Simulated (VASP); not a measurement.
# SnO2 (P1) in VASP: single point with PBE

Aim: the single point of SnO2 with PBE.

Everything below comes from runs of VASP 6.6.1. Logs are shortened: lines on timing, memory, paths and dates and some standing lists are left out, and cuts for length are marked.

### Step 1. The cell of the first run

The typed cell holds 3 atoms: a = 3.640 Å, b = 3.640 Å, c = 3.640 Å, α = 60.00°, β = 60.00°, γ = 60.00°.

### Step 2. Single point, PBE (one atom moved)

Input file INCAR:

```
  ALGO = Normal
  EDIFF = 1E-7
  ENCUT = 520
  GGA = PE
  ISIF = 2
  ISMEAR = 0
  LASPH = T
  LCHARG = F
  LREAL = F
  LWAVE = F
  NBANDS = 20
  NELM = 80
  PREC = Accurate
  SIGMA = 0.1
```

Input file KPOINTS:

```
k-points
0
Gamma
  12 12 12
```

Input file POSCAR:

```
SnO2
1.0
    0.0000000000      2.5741500000      2.5741500000
    2.5741500000      0.0000000000      2.5741500000
    2.5741500000      2.5741500000      0.0000000000
Sn O
1 2
Direct
    0.0000000000      0.0000000000      0.0000000000
    0.2500000000      0.2500000000      0.2500000000
    0.6634704660      0.7467795195      0.7252423130
```

Potentials or basis: VASP PAW PBE potentials, release 64 (Sn_d, O).

Command:

```bash
$ cat potpaw_PBE.64/Sn_d/POTCAR potpaw_PBE.64/O/POTCAR > POTCAR
$ mpirun -np 1 vasp_std > vasp.out
```

OUTCAR:

```text
EDIFF = 1E-7
   ENCUT = 520
   GGA = PE
   ISIF = 2
   ISMEAR = 0
   LASPH = T
   LREAL = F
   NELM = 80
   PREC = Accurate

 ion  position               nearest neighbor table
   1  0.000  0.000  0.000-   3 1.99   3 2.19   2 2.23   2 2.23   2 2.23   2 2.23   3 2.25   3 2.57

   2  0.250  0.250  0.250-   1 2.23   1 2.23   1 2.23   1 2.23
   3  0.663  0.747  0.725-   1 1.99   1 2.19   1 2.25   1 2.57

  LATTYP: Found a face centered cubic cell.
 ALAT       =     5.1483000000

  Lattice vectors:

 A1 = (   0.0000000000,   2.5741500000,   2.5741500000)
 A2 = (   2.5741500000,   0.0000000000,   2.5741500000)
 A3 = (   2.5741500000,   2.5741500000,   0.0000000000)

Analysis of symmetry for initial positions (statically):
=====================================================================
 Subroutine PRICEL returns:
 Original cell was already a primitive cell.

 Routine SETGRP: Setting up the symmetry group for a
 face centered cubic supercell.

 Subroutine GETGRP returns: Found  1 space group operations
 (whereof  1 operations were pure point group operations)
 out of a pool of 48 trial point group operations.

The static configuration has the point symmetry C_1 .

Analysis of symmetry for dynamics (positions and initial velocities):
=====================================================================
 Subroutine PRICEL returns:
 Original cell was already a primitive cell.

 Routine SETGRP: Setting up the symmetry group for a
 face centered cubic supercell.

 Subroutine GETGRP returns: Found  1 space group operations
 (whereof  1 operations were pure point group operations)
 out of a pool of 48 trial point group operations.

The dynamic configuration has the point symmetry C_1 .

 Subroutine INISYM returns: Found  1 space group operations
 (whereof  1 operations are pure point group operations),
 and found     1 'primitive' translations

----------------------------------------------------------------------------------------

                                     Primitive cell

  volume of cell :      34.1139

  direct lattice vectors                    reciprocal lattice vectors
[... 82 lines left out ...]
   ICHARG =      2    charge: 1-file 2-atom 10-const
   ISPIN  =      1    spin polarized calculation?
   LNONCOLLINEAR =      F non collinear calculations
   LSORBIT =      F    spin-orbit coupling
   LASPH  =      T    aspherical Exc in radial PAW
   ENCUT  =  520.0 eV  38.22 Ry    6.18 a.u.   6.77  6.77  6.77*2*pi/ulx,y,z
   NELM   =     80;   NELMIN=  2; NELMDL= -5     # of ELM steps
   EDIFF  = 0.1E-06   stopping-criterion for ELM
   LREAL  =      F    real-space projection
   EDIFFG = 0.1E-05   stopping-criterion for IOM
   NSW    =      0    number of steps for IOM
   IBRION =     -1    ionic relax: 0-MD 1-quasi-New 2-CG
   NFREE  =      0    steps in history (QN), initial steepest desc. (CG)
   ISIF   =      2    stress and relaxation
   ISYM   =      2    0-nonsym 1-usesym 2-fastsym
   POTIM  = 0.5000    time-step for ionic-motion
   TEBEG  =    0.0;   TEEND  =   0.0 temperature during run
   PSTRESS=    0.0 pullay stress
   NELECT =      26.0000    total number of electrons
   NUPDOWN=      -1.0000    fix difference up-down
   EMIN   =  10.00;   EMAX   =-10.00  energy-range for DOS
   EFERMI =   0.00;   METHOD = LEGACY
   ISMEAR =     0;   SIGMA  =   0.10  broadening in eV -4-tet -1-fermi 0-gaus
   EFERMI_NEDOS =   21; number of points for ismear=-14 and -15
   IALGO  =     38    algorithm
   IMIX   =      4    mixing-type and parameters
     AMIX     =   0.40;   BMIX     =  1.00
     AMIX_MAG =   1.60;   BMIX_MAG =  1.00
  volume/ion in A,a.u.               =      11.37        76.74
  Fermi-wavevector in a.u.,A,eV,Ry     =   1.495393  2.825884 30.425363  2.236201
  Thomas-Fermi vector in A             =   2.607544
   LORBIT       =      0    0 simple, 1 ext, 2 COOP (PROOUT), +10 PAW based schemes
   GGA     = PE    functional components
   LHFCALC =     F    Hartree Fock is set to
   AEXX    =    0.0000 exact exchange contribution
   IVDW    =     0    specifies the selected vdW correction
   LEPSILON=     F    determine dielectric tensor
   LRPA    =     F    only Hartree local field effects (RPA)
 non-spin polarized calculation
 Gauss-broadening in eV      SIGMA  =   0.10
  energy-cutoff  :      520.00
  volume of cell :       34.11
 maximum number of plane-waves:       941
   NGX = 13   NGY = 13   NGZ = 13

 number of electron      25.9999995 magnetization

 Free energy of the ion-electron system (eV)
  ---------------------------------------------------
  ext. energy  EPLUGINS =         0.00000000
  ---------------------------------------------------
  free energy    TOTEN  =       -17.30620352 eV

  energy without entropy =      -17.30600604  energy(sigma->0) =      -17.30610478

 E-fermi :   7.6099     XC(G=0): -11.6580

 val. band max:        7.4984492450   @ k =  -0.4167   0.1667  -0.4167
 cond. band min:       7.8056242431   @ k =   0.0833   0.0833   0.0833
 fundamental gap:      0.3071749981
 Fermi energy:         7.6099119314

 k-point     1 :       0.0000    0.0000    0.0000
  band No.  band energies     occupation
      1     -13.5134      2.00000
      2     -13.2358      2.00000
      3     -13.2173      2.00000
      4     -13.1019      2.00000
      5     -13.0843      2.00000
      6     -11.9014      2.00000
[... 541 lines left out ...]
     19      22.6515      0.00000
     20      24.1893      0.00000

 [... further k-points ...]

------------------------ aborting loop because EDIFF is reached ----------------------------------------

  FORCE on cell =-STRESS in cart. coord.  units (eV):
  Direction    XX          YY          ZZ          XY          YZ          ZX
  --------------------------------------------------------------------------------------
  -------------------------------------------------------------------------------------
  Total        0.7447408      2.3557278      1.6822510     -0.8495360     -0.0310897     -1.0561102
  in kB       34.9771315    110.6379546     79.0077769    -39.8988914     -1.4601425    -49.6007555
  external PRESSURE =      74.8742877 kB  Pullay stress =       0.0000000 kB

 VOLUME and BASIS-vectors are now :
 -----------------------------------------------------------------------------
  energy-cutoff  :      520.00
  volume of cell :       34.11
      direct lattice vectors                 reciprocal lattice vectors
     0.000000000  2.574150000  2.574150000    -0.194238875  0.194238875  0.194238875
     2.574150000  0.000000000  2.574150000     0.194238875 -0.194238875  0.194238875
     2.574150000  2.574150000  0.000000000     0.194238875  0.194238875 -0.194238875

 POSITION                                       TOTAL-FORCE (eV/Angst)
 -----------------------------------------------------------------------------------
      0.00000      0.00000      0.00000         1.086608     -1.091159     -0.900619
      1.28707      1.28707      1.28707        -0.186096     -1.690726     -1.207098
      3.78921      3.57476      3.63020        -0.900512      2.781886      2.107717
 -----------------------------------------------------------------------------------
    total drift:                               -0.000078     -0.000127     -0.000043

  FREE ENERGIE OF THE ION-ELECTRON SYSTEM (eV)
  ---------------------------------------------------
  free  energy   TOTEN  =       -17.3062035230 eV

  energy  without entropy=      -17.3060060441  energy(sigma->0) =      -17.30610478
```

stdout:

```text
POSCAR found type information on POSCAR SnO
 POSCAR found :  2 types and       3 ions
 scaLAPACK will be used
 LDA part: xc-table for (Slater+PW92), standard interpolation
 POSCAR, INCAR and KPOINTS ok, starting setup
 FFT: planning ... GRIDC
 FFT: planning ... GRID_SOFT
 FFT: planning ... GRID
 WAVECAR not read
 entering main loop
```

Run time: 6.5 min. Hardware: 1 thread of Intel Xeon Platinum 8488C (Sapphire Rapids), shared host; peak memory 0.6 GiB.

What came out:

```yaml
Free_energy: -17.3062 eV
Pressure: 7.5 GPa
Largest_force: 3.604 eV/Å
Band_gap_on_the_k_mesh: zero (bands 13 and 14 overlap by 0.37 eV)
```

Forces in eV/Å, atoms in the order of the input:
```
Sn   1.087 -1.091 -0.901
O   -0.186 -1.691 -1.207
O   -0.901  2.782  2.108
```

Caveat: the cell differs from its parent crystal (one atom moved); the cell stands under pressure; semilocal functionals underestimate gaps, so a narrow gap can read as zero; spin-orbit coupling is left out, which moves the levels of the heavy elements; forces of over 1 eV/Å act on the atoms, so gaps and moduli don't describe the material at rest.
